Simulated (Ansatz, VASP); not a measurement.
TlCl: VASP beside Ansatz

```
CELL_PARAMETERS angstrom
3.83883 0.00000 0.00000
0.00000 3.83883 0.00000
0.00000 0.00000 3.83883
ATOMIC_POSITIONS crystal
Tl 0.00000 0.00000 0.00000
Cl 0.50000 0.50000 0.50000
```

Alike in both runs: task single point; functional HSE06; k mesh 4 × 4 × 4; no spin polarisation.

```csv
,VASP,Ansatz
version,VASP 6.6.1,Ansatz 0.2.0
potentials or method,"VASP PAW PBE potentials, release 64 (Tl_d, Cl)",plane waves
plane-wave cutoff (eV),400,420
occupations,"gaussian, width 0.01 eV",fixed
valence electrons in the cell,20,20
```

```csv
,VASP,Ansatz,Ansatz less VASP
gap on the k mesh at the Fermi level (eV),2.85,2.85,-0.005
pressure (GPa),0.8,0.9,+0.11
```

Ansatz's warnings: stress exchange threshold loose, stress scf threshold loose.

Spin-orbit coupling is off throughout.
